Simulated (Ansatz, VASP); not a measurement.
# CdS: VASP beside Ansatz

File INCAR:

```
SYSTEM = CdS
PREC = Accurate
ENCUT = 520
EDIFF = 1E-6
ISMEAR = -1
SIGMA = 0.01
LREAL = .False.
LASPH = .True.
NELM = 100
ALGO = Normal
ISIF = 2
LWAVE = .False.
LCHARG = .False.
GGA = PE
NBANDS = 16
```

KPOINTS

```
Automatic mesh
0
Gamma
  8 8 8
  0 0 0
```

The input POSCAR:

```
CdS
1.0
    0.0000000000      2.8884175019      2.9536500000
    2.8884175019      0.0000000000      2.9536500000
    2.8884175019      2.8884175019      0.0000000000
Cd S
1 1
Direct
    0.0000000000      0.0000000000      0.0000000000
    0.7500000000      0.7500000000      0.7500000000
```

Input for Ansatz:

```yaml
crystal:
  lattice:
    - [0.0, 2.8884175019, 2.95365]
    - [2.8884175019, 0.0, 2.95365]
    - [2.8884175019, 2.8884175019, 0.0]
  atoms:
    - { symbol: Cd, position: [0.0, 0.0, 0.0] }
    - { symbol: S, position: [0.75, 0.75, 0.75] }
kpoints:
  mp_grid: { grid: [8, 8, 8] }
scf:
  occupations: { method: fermi_dirac, width: 0.01 }
hamiltonian:
  xc: pbe
  pseudopotentials: { kind: all_electron, lapw: { basis_error: 0.001 } }
output:
  forces: true
  stress: true
  eigenvalues: true
```

Change from the starting cell: z stretched by +1.5 % at fixed volume.

Alike in both runs: task single point; functional PBE; k mesh 8 × 8 × 8; occupations fermi-dirac, width 0.01 eV; no spin polarisation.

|  | VASP | Ansatz |
| --- | --- | --- |
| version | VASP 6.6.1 | Ansatz 0.2.0 |
| potentials or method | VASP PAW PBE potentials, release 64 (Cd, S), cutoff 520 eV | all-electron LAPW, scalar-relativistic |

Ansatz gave:

```
gap on the k mesh at the Fermi level (eV)                     : 1.14
pressure (GPa)                                                : 3.3
traceless stress, the component that is largest in VASP (GPa) : -0.25
```

Task: Estimate VASP's values.

Result: gap on the k mesh at the Fermi level (eV): 1.14; pressure (GPa): 3.7; traceless stress, the component that is largest in VASP (GPa): -0.25.

Ansatz ran all-electron here, and VASP with PAW potentials.
